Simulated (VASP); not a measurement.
# H6C2O in VASP: notebook

The runs below take H6C2O through single point, with PBE+D3(BJ).

Program: VASP 6.6.1. These are calculated values, not measurements. Logs are shortened: lines on timing, memory, paths and dates and some standing lists are left out, and cuts for length are marked.

### Step 1. The cell of the first run

The cell holds an amorphous packing of atoms, 36 atoms: a = 7.960 Å, b = 7.960 Å, c = 7.960 Å, α = 90.00°, β = 90.00°, γ = 90.00°.

### Step 2. Single point, PBE+D3(BJ)

INCAR reads:

```
SYSTEM = H6C2O
  PREC = Accurate
  ENCUT = 520
  EDIFF = 1E-7
  ISMEAR = -1
  SIGMA = 0.05
  LREAL = Auto
  LASPH = .True.
  NELM = 80
  ALGO = Normal
  ISIF = 2
  LWAVE = .False.
  LCHARG = .False.
  GGA = PE
  IVDW = 12
  NBANDS = 64
```

KPOINTS reads:

```
Automatic mesh
0
Gamma
  1 1 1
  0 0 0
```

POSCAR reads:

```
H6C2O
1.0
    7.9602190000      0.0000000000      0.0000000000
    0.0000000000      7.9602190000      0.0000000000
    0.0000000000      0.0000000000      7.9602190000
C O H
8 4 24
Direct
    0.4064837915      0.6187518208      0.7029329218
    0.3031449260      0.5813784771      0.8538458552
   -0.0144719636      1.0028995433      0.1278482414
    0.0081404796      1.0350720250      0.3174284527
    0.9971333703      0.4971848136      0.2471540042
    0.8411703246      0.5028127995      0.1374334048
    0.5099608440      0.1067432944      0.7720139358
    0.3228051892      0.1288783638      0.7676296343
    0.4219733151      0.5471331882      0.9855256495
    0.0018215579      0.8791969166      0.4208175680
    0.7502054906      0.3499903709      0.1318556688
    0.2402069591      0.0002009995      0.6796546678
    0.3834819117      0.4900744565      1.0798446626
    0.2167151431      0.6802827912      0.8937065676
    0.2217652555      0.4679142622      0.8322132846
    0.3407318316      0.6603461538      0.5941670700
    0.4821977888      0.7265378000      0.7456076271
    0.4926497625      0.5304879175      0.6594165311
   -0.0673097059      0.9166833224      0.5152496433
    0.1344686622      1.0985250531      0.3405308321
   -0.0949094491      1.1177707548      0.3757183062
   -0.0317076704      1.1254715480      0.0774853054
    0.0938667642      0.9338185294      0.0841057262
   -0.1336018519      0.9344215278      0.1066176697
    0.6530850470      0.3576032267      0.0627495299
    0.7688607562      0.6198196306      0.1771182426
    0.8938070674      0.5416810769      0.0127257805
    1.0497073008      0.6186010712      0.2420033921
    0.9742319904      0.4803511059      0.3752660574
    1.0700961871      0.3816226664      0.2195668235
    0.1459633209     -0.0434410159      0.7448287541
    0.2797284849      0.1151475858      0.9033168560
    0.2764999305      0.2553698585      0.7267136746
    0.5803483547      0.2000573100      0.8257813007
    0.5534395473     -0.0176125808      0.8146007038
    0.5506758043      0.0968566317      0.6395803935
```

Potentials or basis: VASP PAW PBE potentials, release 64 (C, O, H).

On the command line:

```
cat potpaw_PBE.64/C/POTCAR potpaw_PBE.64/O/POTCAR potpaw_PBE.64/H/POTCAR > POTCAR
mpirun -np 1 vasp_gam > vasp.out
```

OUTCAR:

```text
SYSTEM = H6C2O
   PREC = Accurate
   ENCUT = 520
   EDIFF = 1E-7
   ISMEAR = -1
   LREAL = Auto
   LASPH = .True.
   NELM = 80
   ISIF = 2
   GGA = PE
   IVDW = 12
 IVDW          = 12

 ion  position               nearest neighbor table
   1  0.406  0.619  0.703-  18 1.04  16 1.06  17 1.10   2 1.49
   2  0.303  0.581  0.854-  14 1.09  15 1.12   9 1.44   1 1.49
   3  0.986  0.003  0.128-  22 1.06  23 1.08  24 1.11   4 1.54
   4  0.008  0.035  0.317-  20 1.14  21 1.15  10 1.49   3 1.54
   5  0.997  0.497  0.247-  29 1.04  28 1.05  30 1.11   6 1.52
   6  0.841  0.503  0.137-  27 1.12  26 1.14  11 1.42   5 1.52
   7  0.510  0.107  0.772-  34 1.02  35 1.10  36 1.11   8 1.50
   8  0.323  0.129  0.768-  33 1.12  32 1.14  12 1.40   7 1.50
   9  0.422  0.547  0.986-  13 0.93   2 1.44
  10  0.002  0.879  0.421-  19 0.98   4 1.49
  11  0.750  0.350  0.132-  25 0.95   6 1.42
  12  0.240  0.000  0.680-  31 0.98   8 1.40
  13  0.383  0.490  0.080-   9 0.93
  14  0.217  0.680  0.894-   2 1.09
  15  0.222  0.468  0.832-   2 1.12
  16  0.341  0.660  0.594-   1 1.06
  17  0.482  0.727  0.746-   1 1.10
[... 17 lines left out ...]
  35  0.553  0.982  0.815-   7 1.10
  36  0.551  0.097  0.640-   7 1.11

  LATTYP: Found a simple cubic cell.
 ALAT       =     7.9602190000

  Lattice vectors:

 A1 = (   7.9602190000,   0.0000000000,   0.0000000000)
 A2 = (   0.0000000000,   7.9602190000,   0.0000000000)
 A3 = (   0.0000000000,   0.0000000000,   7.9602190000)

Analysis of symmetry for initial positions (statically):
=====================================================================
 Subroutine PRICEL returns:
 Original cell was already a primitive cell.

 Routine SETGRP: Setting up the symmetry group for a
 simple cubic supercell.

 Subroutine GETGRP returns: Found  1 space group operations
 (whereof  1 operations were pure point group operations)
 out of a pool of 48 trial point group operations.

The static configuration has the point symmetry C_1 .

Analysis of symmetry for dynamics (positions and initial velocities):
=====================================================================
 Subroutine PRICEL returns:
 Original cell was already a primitive cell.

 Routine SETGRP: Setting up the symmetry group for a
 simple cubic supercell.

 Subroutine GETGRP returns: Found  1 space group operations
 (whereof  1 operations were pure point group operations)
 out of a pool of 48 trial point group operations.

The dynamic configuration has the point symmetry C_1 .
[... 147 lines left out ...]
   IBRION =     -1    ionic relax: 0-MD 1-quasi-New 2-CG
   NFREE  =      0    steps in history (QN), initial steepest desc. (CG)
   ISIF   =      2    stress and relaxation
   ISYM   =      2    0-nonsym 1-usesym 2-fastsym
   POTIM  = 0.5000    time-step for ionic-motion
   TEBEG  =    0.0;   TEEND  =   0.0 temperature during run
   PSTRESS=    0.0 pullay stress
   NELECT =      80.0000    total number of electrons
   NUPDOWN=      -1.0000    fix difference up-down
   EMIN   =  10.00;   EMAX   =-10.00  energy-range for DOS
   EFERMI =   0.00;   METHOD = LEGACY
   ISMEAR =    -1;   SIGMA  =   0.05  broadening in eV -4-tet -1-fermi 0-gaus
   EFERMI_NEDOS =   21; number of points for ismear=-14 and -15
   IALGO  =     38    algorithm
   IMIX   =      4    mixing-type and parameters
     AMIX     =   0.40;   BMIX     =  1.00
     AMIX_MAG =   1.60;   BMIX_MAG =  1.00
  volume/ion in A,a.u.               =      14.01        94.55
  Fermi-wavevector in a.u.,A,eV,Ry     =   0.886162  1.674603 10.684426  0.785283
  Thomas-Fermi vector in A             =   2.007292
   LORBIT       =      0    0 simple, 1 ext, 2 COOP (PROOUT), +10 PAW based schemes
   GGA     = PE    functional components
   LHFCALC =     F    Hartree Fock is set to
   AEXX    =    0.0000 exact exchange contribution
   IVDW    =    12    specifies the selected vdW correction
   LEPSILON=     F    determine dielectric tensor
   LRPA    =     F    only Hartree local field effects (RPA)
 non-spin polarized calculation
  energy-cutoff  :      520.00
  volume of cell :      504.40
 maximum number of plane-waves:      6807
 NGX is ok and might be reduce to    60
   NGX = 29   NGY = 29   NGZ = 29

 number of electron      79.9999996 magnetization

 Free energy of the ion-electron system (eV)
  ---------------------------------------------------
  ext. energy  EPLUGINS =         0.00000000
  ---------------------------------------------------
  free energy    TOTEN  =      -186.28313386 eV

  energy without entropy =     -186.28313386  energy(sigma->0) =     -186.28313386

 E-fermi :  -2.4266     XC(G=0):  -5.4688

 val. band max:       -3.6308987430   @ k =   0.0000   0.0000   0.0000
 cond. band min:       0.8108414595   @ k =   0.0000   0.0000   0.0000
 fundamental gap:      4.4417402024
 Fermi energy:        -2.4265753010

 k-point     1 :       0.0000    0.0000    0.0000
  band No.  band energies     occupation
      1     -23.3484      2.00000
      2     -23.3010      2.00000
      3     -23.1777      2.00000
      4     -22.5631      2.00000
      5     -16.4649      2.00000
      6     -16.3052      2.00000
[... 44 lines left out ...]
     51       4.0784      0.00000
     52       4.1840      0.00000
 [bands above 52 left out]

------------------------ aborting loop because EDIFF is reached ----------------------------------------

 Edisp (eV)   -1.06281

 E8    (eV) :    -0.2384

  FORCE on cell =-STRESS in cart. coord.  units (eV):
  Direction    XX          YY          ZZ          XY          YZ          ZX
  --------------------------------------------------------------------------------------
  -------------------------------------------------------------------------------------
  Total       0.89683     3.05715     3.50916     1.54054    -1.01243     0.11155
  in kB       2.84871     9.71073    11.14651     4.89337    -3.21590     0.35432
  external pressure =        7.90 kB  Pullay stress =        0.00 kB

 VOLUME and BASIS-vectors are now :
 -----------------------------------------------------------------------------
  energy-cutoff  :      520.00
  volume of cell :      504.40
      direct lattice vectors                 reciprocal lattice vectors
     7.960219000  0.000000000  0.000000000     0.125624684  0.000000000  0.000000000
     0.000000000  7.960219000  0.000000000     0.000000000  0.125624684  0.000000000
     0.000000000  0.000000000  7.960219000     0.000000000  0.000000000  0.125624684

 POSITION                                       TOTAL-FORCE (eV/Angst)
 -----------------------------------------------------------------------------------
      3.23570      4.92540      5.59550         0.003847      2.500683      0.817558
      2.41310      4.62790      6.79680        -0.708097     -2.202216      0.446841
      7.84502      0.02308      1.01770        -0.902352     -0.621044      2.055419
      0.06480      0.27918      2.52680        -0.122315      0.290573      1.200485
      7.93740      3.95770      1.96740        -0.872446     -2.044665     -0.855689
      6.69590      4.00250      1.09400         0.370378      1.894477     -0.431229
[... 28 lines left out ...]
      4.40550      7.82002      6.48440        -0.463394      0.142123      0.640002
      4.38350      0.77100      5.09120         0.146760      0.391865     -0.173277
 -----------------------------------------------------------------------------------
    total drift:                                0.018153     -0.007864      0.021090

  FREE ENERGIE OF THE ION-ELECTRON SYSTEM (eV)
  ---------------------------------------------------
  free  energy   TOTEN  =      -187.3459409827 eV

  energy  without entropy=     -187.3459409826  energy(sigma->0) =     -187.34594098
```

stdout:

```text
POSCAR found type information on POSCAR C O H
 POSCAR found :  3 types and      36 ions
 scaLAPACK will be used
 LDA part: xc-table for (Slater+PW92), standard interpolation
 POSCAR, INCAR and KPOINTS ok, starting setup
 FFT: planning ... GRIDC
 FFT: planning ... GRID_SOFT
 FFT: planning ... GRID
 WAVECAR not read
 entering main loop
```

Run time: 2.4 min. Hardware: 1 thread of AMD EPYC 7R13, shared host; peak memory 0.41 GiB.

Results:

```
Free energy                : -187.3459 eV
Pressure                   : 0.8 GPa
Largest force              : 3.909 eV/Å
Band gap on the k mesh     : 4.44 eV
Dispersion energy per atom : -0.030 eV
```

Forces on the atoms (eV/Å):
```
C    0.004  2.501  0.818
C   -0.708 -2.202  0.447
C   -0.902 -0.621  2.055
C   -0.122  0.291  1.200
C   -0.872 -2.045 -0.856
C    0.370  1.894 -0.431
C   -0.533 -2.546 -2.918
C   -1.023  0.359  2.972
O    1.635  1.119 -1.645
O   -0.303  0.839 -0.567
O    1.065 -0.280  1.060
O   -0.233 -0.760 -0.868
H   -1.501 -0.998  1.687
H   -0.015  0.538 -0.167
H    0.248  0.412  0.182
H   -0.976  0.471 -0.666
H    0.158  0.090 -0.423
H    1.107 -1.989 -0.121
H    0.289 -0.511 -0.174
H   -0.910 -0.448 -0.090
H    0.972 -0.404 -1.091
H    0.157  0.934 -0.941
H    0.337 -0.187 -0.515
H    0.344 -0.064 -0.063
H   -0.856  0.522 -0.774
H   -0.114 -1.071 -0.123
H   -0.504 -0.453 -0.063
H    1.335  1.053 -0.418
H   -0.923 -0.188  2.067
H    0.505  0.716 -0.489
H    0.341  0.233 -0.138
H    0.182  0.536 -0.630
H    0.573 -0.424 -0.141
H    1.191  2.149  1.357
H   -0.463  0.142  0.640
H    0.147  0.392 -0.173
```

Caveat: the k points lie up to 0.79 Å⁻¹ apart.

### Step 3. Single point, PBE+D3(BJ)

INCAR reads:

```
SYSTEM = H6C2O
ALGO     = Normal         ! electronic algorithm
EDIFF    = 1E-7           ! SCF threshold, eV
ENCUT    = 520            ! plane-wave cutoff, eV
GGA      = PE             ! functional
ISIF     = 2              ! what is computed and relaxed
ISMEAR   = -1             ! smearing method
IVDW     = 12             ! dispersion correction
LASPH    = .True.         ! aspherical terms in the spheres
LCHARG   = .False.        ! write CHGCAR
LREAL    = Auto         
LWAVE    = .False.        ! write WAVECAR
NBANDS   = 64             ! bands
NELM     = 60             ! most SCF steps
PREC     = Accurate       ! precision mode
SIGMA    = 0.05           ! smearing width, eV
```

KPOINTS reads:

```
k-points
0
Gamma
  1 1 1
  0 0 0
```

POSCAR reads:

```
H6C2O
1.0
    7.9602190000      0.0000000000      0.0000000000
    0.0000000000      7.9602190000      0.0000000000
    0.0000000000      0.0000000000      7.9602190000
C O H
8 4 24
Direct
    0.4327519130      0.5595574695      0.6883730209
    0.3496386218      0.5698210062      0.8561447870
   -0.0084168539      1.0370945824      0.1224966298
   -0.0041330521      1.0004749869      0.3156320197
    0.9667824466      0.4868459021      0.3069639164
    0.8569613474      0.5160662037      0.1534128646
    0.4892830210      0.1636135890      0.7759083010
    0.2918010170      0.1308004214      0.7817247239
    0.4679142622      0.5785016719      0.9944952520
   -0.0574356057      0.8305550387      0.3298652964
    0.7355199650      0.3767609911      0.1494179997
    0.2687488874     -0.0062309843      0.6802451038
    0.4112449670      0.6626199606      1.0728473676
    0.2662363937      0.6785617330      0.8551523520
    0.2724171282      0.4516961154      0.8646495781
    0.3444000724      0.5256890545      0.5894938318
    0.4653766435      0.6887373325      0.6703458787
    0.5455754421      0.4878760245      0.7002948034
   -0.0184040163      0.7900410780      0.4404778311
    0.1276849293      1.0260396102      0.3676029516
   -0.0958516342      1.0925704431      0.3767233037
    0.0403129612      1.1652820105      0.1083387279
    0.0622721561      0.9518582341      0.0427375176
   -0.1466542566      1.0403733867      0.0963038831
    0.6156112037      0.4158177055      0.1470562556
    0.7940861929      0.6452335043      0.1397072116
    0.9340949037      0.4808536047      0.0437299527
    1.0740282397      0.5594946571      0.3111974683
    0.8837068427      0.5142195208      0.4020492401
    1.0146705763      0.3521888028      0.3121019660
    0.1533626148     -0.0391823391      0.6707101903
    0.2520408044      0.1002987481      0.9155275753
    0.2195542610      0.2470660669      0.7402685780
    0.5349601562      0.2627314651      0.8527403580
    0.5587660339      0.0501996239      0.8089978429
    0.5135411475      0.2021552422      0.6471053121
```

Potentials or basis: VASP PAW PBE potentials, release 64 (C, O, H).

On the command line:

```
cat potpaw_PBE.64/C/POTCAR potpaw_PBE.64/O/POTCAR potpaw_PBE.64/H/POTCAR > POTCAR
mpirun -np 1 vasp_gam > vasp.out
```

Run time: 2.6 min. Hardware: 1 thread of AMD EPYC 7R13, shared host; peak memory 0.41 GiB.

The run converged. Its results:

```yaml
Free_energy: -187.1778 eV
Pressure: 0.0 GPa
Largest_force: 3.055 eV/Å
Band_gap_on_the_k_mesh: 3.85 eV
Dispersion_energy_per_atom: -0.030 eV
```

Forces on the atoms (eV/Å):
```
C    0.038  1.374  0.489
C   -1.207 -1.754  0.136
C   -1.168  0.998  1.616
C    0.614  1.167 -1.068
C   -0.469 -2.322 -1.736
C   -0.365 -0.976 -1.198
C   -1.816 -0.528 -0.604
C    1.376  1.676  2.152
O   -1.325  1.715  0.937
O    0.518 -0.123  1.526
O   -1.321  0.510  0.403
O    0.203 -1.598 -1.458
H    1.165 -1.356 -0.960
H   -0.276  0.192  0.281
H    0.076  0.653  0.654
H    0.068 -0.454 -0.115
H    0.728  0.869 -0.899
H    0.588 -0.736 -0.465
H   -0.436  0.034 -0.654
H   -1.034 -0.465 -0.239
H    0.697 -0.706 -0.292
H   -0.107  0.007 -0.371
H    0.052 -0.430  0.086
H    0.817 -0.082 -0.526
H    1.409  0.044 -0.211
H    0.824 -1.404  0.285
H    0.054  0.844 -0.362
H    1.869  1.673 -0.004
H   -1.143  0.228  2.686
H   -0.805  0.901 -0.008
H   -0.698  0.058  0.116
H    0.260  0.438 -0.792
H    0.475 -0.768  0.136
H    0.039  0.806  0.959
H   -0.067 -0.257 -0.110
H    0.370 -0.228 -0.388
```

Stress tensor (GPa, compression positive):
```
-1.40  1.47 -0.97
 1.47  0.55  0.28
-0.97  0.28  0.87
```

Levels at points of the mesh, in eV from the valence-band top:
```
           k point  band 37  band 38  band 39  band 40  band 41  band 42  band 43  band 44
(0.00, 0.00, 0.00)    -0.99    -0.84    -0.76     0.00     3.85     4.65     5.50     5.80
```

Caveat: the k points lie up to 0.79 Å⁻¹ apart.
